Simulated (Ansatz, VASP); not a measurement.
## Two plane-wave programs on Sc

File INCAR:

```
SYSTEM = Sc
PREC     = Accurate       ! precision mode
ENCUT    = 520            ! plane-wave cutoff, eV
EDIFF    = 1E-6           ! SCF threshold, eV
ISMEAR   = -1             ! smearing method
SIGMA    = 0.1            ! smearing width, eV
LREAL    = .False.        ! projectors in reciprocal space
LASPH    = .True.         ! aspherical terms in the spheres
NELM     = 60             ! most SCF steps
ALGO     = Normal         ! electronic algorithm
ISIF     = 2              ! what is computed and relaxed
LWAVE    = .False.        ! write WAVECAR
LCHARG   = .False.        ! write CHGCAR
GGA      = CA             ! functional
NBANDS   = 12             ! bands
```

File KPOINTS:

```
regular mesh
0
Gamma
  12 12 12
  0 0 0
```

Contents of POSCAR:

```
Sc
1.0
    2.8920129062      0.0000000000      0.0000000000
    0.0000000000      2.8920129062      0.0000000000
    0.0000000000      0.0000000000      2.8920129062
Sc
1
Direct
    0.0000000000      0.0000000000      0.0000000000
```

Input for Ansatz:

```yaml
crystal:
  lattice:
    - [2.8920129062, 0.0, 0.0]
    - [0.0, 2.8920129062, 0.0]
    - [0.0, 0.0, 2.8920129062]
  atoms:
    - { symbol: Sc, position: [0.0, 0.0, 0.0] }
hamiltonian:
  xc: lda
  pseudopotentials:
    kind: paw
    azcp:
      Sc: "pseudopotentials/Sc.paw.azcp"
basis:
  ecutwfc: 420
  fft_grid_basis: typed
kpoints:
  mp_grid: { grid: [12, 12, 12], shift: [0, 0, 0] }
magnetization:
  spin_polarized: false
scf:
  occupations: { method: fermi_dirac, width: 0.1 }
  lower_state_search: "off"
output:
  stress: true
```

Alike in both runs: task single point; functional LDA; k mesh 12 × 12 × 12; occupations fermi-dirac, width 0.1 eV; no spin polarisation.

|  | VASP | Ansatz |
| --- | --- | --- |
| version | VASP 6.6.1 | Ansatz 0.2.0 |
| potentials or method | VASP PAW LDA potentials, release 64 (Sc_sv), cutoff 520 eV | plane waves (420 eV) with PAW, scalar-relativistic |
| valence electrons in the cell | 11 | 11 |

```csv
,VASP,Ansatz,Ansatz less VASP
pressure (GPa),-1.5,-1.5,-0.04
```

Ansatz warns that its potentials were made for another functional, while VASP's fit it. LDA's correlation is that of Perdew and Zunger in VASP and of Perdew and Wang (1992) in Ansatz.
